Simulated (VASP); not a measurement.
The system is LiCl.

```
CELL_PARAMETERS angstrom
0.00000 2.55603 2.55603
2.55603 0.00000 2.55603
2.55603 2.55603 0.00000
ATOMIC_POSITIONS crystal
Li 0.00000 0.00000 0.00000
Cl 0.50000 0.50000 0.50000
```

Program: VASP 6.6.1. Alike in all runs: task single point; potentials or basis VASP PAW PBE potentials, release 64 (Li_sv, Cl); no spin polarisation; cell as given; cutoff (eV) 520; smearing gaussian 0.01 eV. Hardware: 1 thread of Oxide Virtual Turin-like Processor, on a shared host.

Question: Order these runs on this cell by their wall time, lowest first.
A. level r2SCAN; k mesh 6 × 6 × 6
B. level PBE0; k mesh 6 × 6 × 6; grid for exact exchange (PRECFOCK) Normal
C. level PBE; k mesh 8 × 8 × 8
D. level PBE; k mesh 6 × 6 × 6

Answer: D (13 s), C (29 s), A (64 s), B (1600 s).
